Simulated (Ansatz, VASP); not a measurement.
Cd2S in VASP and in Ansatz

The input POSCAR:

```
Cd2S
1.0
    4.0148164244      0.0000000000      0.0000000000
   -2.0074082122      3.4769330151      0.0000000000
    0.0000000000      0.0000000000      5.8856375034
Cd S
2 1
Direct
    0.3333333333      0.6666666667      0.9327170000
    0.6666666667      0.3333333333      0.5787350000
    0.3333333333      0.6666666667      0.3657050000
```

Contents of INCAR.step1:

```
SYSTEM = Cd2S
PREC = Accurate
ENCUT = 520
ISMEAR = -1
SIGMA = 0.05
LREAL = .False.
LASPH = .True.
NELM = 80
NBANDS = 22
GGA = PE
ALGO = Normal
EDIFF = 1E-4
LWAVE = .True.
LCHARG = .False.
```

INCAR.step2

```
SYSTEM = Cd2S
PREC = Accurate
ENCUT = 520
EDIFF = 1E-6
ISMEAR = -1
SIGMA = 0.05
LREAL = .False.
LASPH = .True.
NELM = 80
ALGO = Normal
ISIF = 2
LWAVE = .False.
LCHARG = .False.
METAGGA = R2SCAN
LMIXTAU = .True.
NBANDS = 22
ISTART = 1
```

Contents of KPOINTS:

```
Automatic mesh
0
Gamma
  8 8 5
  0 0 0
```

File input.yaml:

```yaml
crystal:
  lattice:
    - [4.0148164244, 0.0, 0.0]
    - [-2.0074082122, 3.4769330151, 0.0]
    - [0.0, 0.0, 5.8856375034]
  atoms:
    - { symbol: Cd, position: [0.3333333333, 0.6666666667, 0.932717] }
    - { symbol: Cd, position: [0.6666666667, 0.3333333333, 0.578735] }
    - { symbol: S, position: [0.3333333333, 0.6666666667, 0.365705] }
hamiltonian:
  xc: r2scan
  pseudopotentials: { kind: paw }
kpoints:
  mp_grid: { grid: [8, 8, 5] }
scf:
  occupations: { method: fermi_dirac, width: 0.05 }
output:
  forces: true
  stress: true
  eigenvalues: true
```

Alike in both runs: task single point; functional r2SCAN; k mesh 8 × 8 × 5; occupations fermi-dirac, width 0.05 eV; no spin polarisation.

|  | VASP | Ansatz |
| --- | --- | --- |
| version | VASP 6.6.1 | Ansatz 0.2.0 |
| potentials or method | VASP PAW PBE potentials, release 64 (Cd, S) | Ansatz PAW |
| plane-wave cutoff (eV) | 520 | 500 |
| valence electrons in the cell | 30 | 46 |

|  | VASP | Ansatz | Ansatz less VASP |
| --- | --- | --- | --- |
| gap on the k mesh at the Fermi level (eV) | 0.31 | 0.31 | 0.000 |
| least direct gap on the mesh (eV) | 0.60 | 0.60 | 0.000 |
| pressure (GPa) | -3.0 | -3.2 | -0.20 |
| traceless stress, the component that is largest in VASP (GPa) | -0.57 | -0.62 | -0.048 |
| rms of the force components (eV/Å) | 0.067 | 0.075 | +0.0087 |

VASP's potentials were made for PBE, not for r2SCAN. Atom by atom the forces differ by 0.009 eV/Å (rms over components). The functional is the same, so the differences come from potentials, cutoffs and numerics. VASP's potentials hold 30 valence electrons a cell and Ansatz's 46, so a difference there can come from the potentials and not from the codes.

Noted on Ansatz's run: odd divisions of the mesh miss points on the zone boundary, where band edges often lie, so the gap on the mesh can be too wide.
